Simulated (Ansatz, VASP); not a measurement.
**One calculation of KB5F, two programs**

```
K B F
1.0
     3.10131    0.00000    0.00000
     0.00000    3.10131    0.00000
     0.00000    0.00000    8.52248
K B F
1 5 1
Cartesian
  0.0000 0.0000 0.0000
  1.5507 1.5507 0.0000
  0.0000 1.5507 2.3967
  0.0000 1.5507 6.1258
  1.5507 0.0000 6.1258
  1.5507 0.0000 2.3967
  1.5507 1.5507 4.2612
```

Change from the starting cell: species swapped into the MgPPt5 type (P4/mmm, No. 123).

Alike in both runs: functional PBE; k mesh 12 × 12 × 6; occupations gaussian, width 0.1 eV; no spin polarisation.

Ansatz relaxed the structure, and its values are those at the end. VASP's run is a single point on that final structure, the one shown.

|  | VASP | Ansatz |
| --- | --- | --- |
| version | VASP 6.6.1 | Ansatz 0.2.0 |
| potentials or method | VASP PAW PBE potentials, release 64 (K_sv, B, F), cutoff 520 eV | scalar-relativistic, plane waves, PAW |
| valence electrons in the cell | 31 | 31 |

Ansatz gave:

* gap on the k mesh at the Fermi level (eV): none
* pressure (GPa): 0.0
* rms of the force components (eV/Å): 0.000

Problem. What did VASP give for the same quantities?

Solution. gap on the k mesh at the Fermi level (eV): none; pressure (GPa): 0.4; rms of the force components (eV/Å): 0.007.

A gap of «none» marks a metal or a gap that the smearing closes. With one functional, cell and mesh, what is left measures potentials, basis and numerics.
